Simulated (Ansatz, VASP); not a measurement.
In3Sb: VASP beside Ansatz

Contents of POSCAR:

```
In3Sb
1.0
    4.8369620000      0.0000000000      0.0000000000
    0.0000000000      4.8369620000      0.0000000000
    0.0000000000      0.0000000000      4.8369620000
In Sb
3 1
Direct
    0.5000000000      0.5000000000      0.0000000000
    0.5000000000      0.0000000000      0.5000000000
    0.0000000000      0.5000000000      0.5000000000
    0.0000000000      0.0000000000      0.0000000000
```

Contents of INCAR.step1:

```
SYSTEM = In3Sb
ALGO = Normal
EDIFF = 1E-4
ENCUT = 520
GGA = PE
ISMEAR = 0
LASPH = .True.
LCHARG = .False.
LREAL = .False.
LWAVE = .True.
NBANDS = 30
NELM = 80
PREC = Accurate
SIGMA = 0.05
```

The input INCAR.step2:

```
SYSTEM = In3Sb
ALGO = Normal
EDIFF = 1E-6
ENCUT = 520
ISIF = 2
ISMEAR = 0
ISTART = 1
LASPH = .True.
LCHARG = .False.
LMIXTAU = .True.
LREAL = .False.
LWAVE = .False.
METAGGA = R2SCAN
NBANDS = 30
NELM = 80
PREC = Accurate
SIGMA = 0.05
```

The input KPOINTS:

```
k-points
0
Gamma
  5 5 5
  0 0 0
```

Input for Ansatz:

```yaml
crystal:
  lattice:
    - [4.836962, 0.0, 0.0]
    - [0.0, 4.836962, 0.0]
    - [0.0, 0.0, 4.836962]
  atoms:
    - { symbol: In, position: [0.5, 0.5, 0.0] }
    - { symbol: In, position: [0.5, 0.0, 0.5] }
    - { symbol: In, position: [0.0, 0.5, 0.5] }
    - { symbol: Sb, position: [0.0, 0.0, 0.0] }
basis:
  ecutwfc: 500
kpoints:
  mp_grid: { grid: [5, 5, 5] }
hamiltonian:
  xc: r2scan
scf:
  occupations: { method: gaussian, width: 0.05 }
output:
  forces: true
  stress: true
  eigenvalues: true
```

Alike in both runs: task single point; functional r2SCAN; k mesh 5 × 5 × 5; occupations gaussian, width 0.05 eV; no spin polarisation.

|  | VASP | Ansatz |
| --- | --- | --- |
| version | VASP 6.6.1 | Ansatz 0.2.0 |
| potentials or method | VASP PAW PBE potentials, release 64 (In_d, Sb), cutoff 520 eV | scalar-relativistic, plane waves, PAW |
| valence electrons in the cell | 44 | 54 |

|  | VASP | Ansatz | Ansatz less VASP |
| --- | --- | --- | --- |
| gap on the k mesh at the Fermi level (eV) | none | none | - |
| pressure (GPa) | -0.4 | -0.3 | +0.03 |

VASP's potentials were made for PBE, not for r2SCAN. A gap of «none» marks a metal or a gap that the smearing closes. With one functional, cell and mesh, what is left measures potentials, basis and numerics. VASP's potentials hold 44 valence electrons a cell and Ansatz's 54, so a difference there can come from the potentials and not from the codes.

Spin-orbit coupling is off throughout.
